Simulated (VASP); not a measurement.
Here is a VASP 6.6.1 calculation.

The input INCAR:

```
SYSTEM = Se
  PREC = Accurate
  ENCUT = 520
  EDIFF = 1E-8
  ISMEAR = -1
  SIGMA = 0.03
  LREAL = .FALSE.
  LASPH = .TRUE.
  NELM = 60
  ALGO = Normal
  ISIF = 2
  LWAVE = .FALSE.
  LCHARG = .FALSE.
  GGA = PE
  LEFG = .TRUE.
  NBANDS = 16
```

Contents of KPOINTS:

```
regular mesh
0
G
  8 8 6
  0 0 0
```

POSCAR

```
Se
1.0
    4.3551696776     -0.0653275452     -0.0653275452
   -2.2341601525      3.8043513512     -0.0239115411
   -0.0742417500     -0.0742417500      4.9494500000
Se
3
Direct
    0.2170000000      0.0000000000      0.1666666667
    0.0000000000      0.2170000000      0.8333333333
    0.7830000000      0.7830000000      0.5000000000
```

Potentials or basis: VASP PAW PBE potentials, release 64 (Se).

Launch:

```sh
$ cat potpaw_PBE.64/Se/POTCAR > POTCAR
$ mpirun -np 1 vasp_std > vasp.out
```

(1) Estimate the largest force.

(2) Estimate the pressure.

(3) Estimate the band gap on the k mesh.

Answers

(1) 1.399 eV/Å.

(2) 5.8 GPa.

(3) 1.03 eV (least direct gap 1.14 eV).

Caveat: the cell differs from its parent crystal (equal xy, yz and zx shear strains of -3 %); the cell stands under pressure; without QUAD_EFG the Cq values of the log hold for a quadrupole moment of 1 mb, not for the nuclei; forces of over 1 eV/Å act on the atoms, so gaps and moduli don't describe the material at rest.
